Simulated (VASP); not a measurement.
Wanted: the native input for a VASP 6.6.1 run.

```yaml
Task: single point
Functional: PBEsol
Potentials_or_basis: VASP PAW PBE potentials, release 64 (Ge_d)
Cutoff: 520 eV
k_mesh: 10 × 10 × 10
Occupations: gaussian, width 0.1 eV
Spin: no spin polarisation
Dipole_correction: no
Further_INCAR_settings: ALGO = Normal; EDIFF = 1e-06; NBANDS = 21
```

The structure of Ge lies in POSCAR:

```
Ge
1.0
    0.0000000000      2.8289100000      2.8289100000
    2.8289100000      0.0000000000      2.8289100000
    2.8289100000      2.8289100000      0.0000000000
Ge
2
Direct
    0.0000000000      0.0000000000      0.0000000000
    0.2500000000      0.2500000000      0.2500000000
```

The input as run:

INCAR

```
PREC = Accurate
ENCUT = 520
EDIFF = 1E-6
ISMEAR = 0
SIGMA = 0.1
LREAL = False
LASPH = True
NELM = 100
ALGO = Normal
ISIF = 2
LWAVE = False
LCHARG = False
GGA = PS
NBANDS = 21
```

KPOINTS

```
Automatic mesh
0
Gamma
  10 10 10
```

Potentials or basis: VASP PAW PBE potentials, release 64 (Ge_d).

Command:

```console
$ cat potpaw_PBE.64/Ge_d/POTCAR > POTCAR
$ mpirun -np 1 vasp_std > vasp.out
```

It gave:

| Item | Value |
| --- | --- |
| Pressure | 0.2 GPa |
| Band gap on the k mesh | zero (filled and empty bands touch) |

Caveat: semilocal functionals underestimate gaps, and a narrow one can read as zero; the PAW data sets were made with another functional, which shifts forces and pressure a little.

Run time: 82 s on 1 thread of Intel Xeon 8259CL (shared host), peak memory 0.18 GiB.
